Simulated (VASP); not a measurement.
Here is a VASP 6.6.1 calculation.

File INCAR:

```
ALGO = Normal
EDIFF = 1E-6
ENCUT = 520
GGA = PE
ISIF = 2
ISMEAR = -1
LASPH = True
LCHARG = False
LREAL = False
LWAVE = False
NBANDS = 45
NELM = 80
PREC = Accurate
SIGMA = 0.02
```

File KPOINTS:

```
k-points
0
Gamma
  7 7 7
```

Contents of POSCAR:

```
LiNbO3
1.0
    2.5689010133      1.4831556916      4.4995700000
   -2.5689010133      1.4831556916      4.4995700000
    0.0000000000     -2.9663113832      4.4995700000
Li Nb O
2 2 6
Direct
    0.7500000000      0.7500000000      0.7500000000
    0.2500000000      0.2500000000      0.2500000000
    0.5000000000      0.5000000000      0.5000000000
    0.0000000000      0.0000000000      0.0000000000
    0.6215198159      0.8784801841      0.2500000000
    0.2500000000      0.6215198159      0.8784801841
    0.8784801841      0.2500000000      0.6215198159
    0.7500000000      0.3784801841      0.1215198159
    0.3784801841      0.1215198159      0.7500000000
    0.1215198159      0.7500000000      0.3784801841
```

Potentials or basis: VASP PAW PBE potentials, release 64 (Li_sv, Nb_sv, O).

Command:

```sh
$ cat potpaw_PBE.64/Li_sv/POTCAR potpaw_PBE.64/Nb_sv/POTCAR potpaw_PBE.64/O/POTCAR > POTCAR
$ mpirun -np 1 vasp_std > vasp.out
```

Estimate the largest force.

0.030 eV/Å.

Predict the band gap on the k mesh.

2.65 eV (least direct gap 2.71 eV).

Forces on the atoms (eV/Å):
```
Li   0.000  0.000  0.000
Li   0.000  0.000  0.000
Nb   0.000  0.000  0.000
Nb   0.000  0.000  0.000
O    0.030  0.000  0.000
O   -0.015  0.026  0.000
O   -0.015 -0.026  0.000
O    0.015 -0.026  0.000
O   -0.030  0.000  0.000
O    0.015  0.026  0.000
```

 A k mesh can miss the band edges.
